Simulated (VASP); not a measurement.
Runs of VASP 6.6.1 on FeO (Wuestite). The structure is that of space group Fm-3m (No. 225), or close to it. The cells are those of the table. 

| potentials or basis | cell | cutoff (eV) | second run | gap on the mesh (eV) | pressure (GPa) |
| --- | --- | --- | --- | --- | --- |
| VASP PAW PBE potentials, release 64 (Fe, O) | a = 2.911 Å, angles 60.0°, 2 atoms | 520 | - | none | -3.5 |
| VASP PAW PBE potentials, release 64 (Fe, O) | a = 2.873 Å, angles 60.0°, 2 atoms | 520 | - | none | (a) |
| VASP PAW PBE potentials, release 64 (Fe_sv, O) | a = 2.873 Å, angles 60.0°, 2 atoms | 600 | valence_matched | none | 2.3 |
| VASP PAW PBE potentials, release 64 (Fe_sv, O) | a = 2.853 Å, angles 60.0°, 2 atoms | 600 | valence_matched | none | 7.9 |
| VASP PAW PBE potentials, release 64 (Fe_sv, O) | a = 2.911 Å, angles 60.0°, 2 atoms | 600 | valence_matched | none | -7.0 |
| VASP PAW PBE potentials, release 64 (Fe, O) | a = 2.853 Å, angles 60.0°, 2 atoms | 520 | - | none | (c) |
| VASP PAW PBE potentials, release 64 (Fe_sv, O) | a = 2.892 Å, angles 60.0°, 2 atoms | 600 | valence_matched | none | (b) |
| VASP PAW PBE potentials, release 64 (Fe, O) | a = 2.892 Å, angles 60.0°, 2 atoms | 520 | - | none | 1.2 |
| VASP PAW PBE potentials, release 64 (Fe, O) | a = 2.930 Å, angles 60.0°, 2 atoms | 520 | - | none | -7.7 |

Alike in all rows: task single point; level PBE; no spin polarisation; k mesh 14 × 14 × 14; smearing gaussian 0.05 eV.

**Question.** Fill in the values left out.

**Answer.** (a) 6.5; (b) -2.6; (c) 12.4.

Caveats: the run has no spin polarisation, though such a crystal can be magnetic; semilocal functionals often make such compounds metallic where correlation or magnetic order opens a gap, which also shifts bond lengths.

A gap of «none» marks levels without a gap at the run's occupations.

The runs don't all hold the same shells in valence.
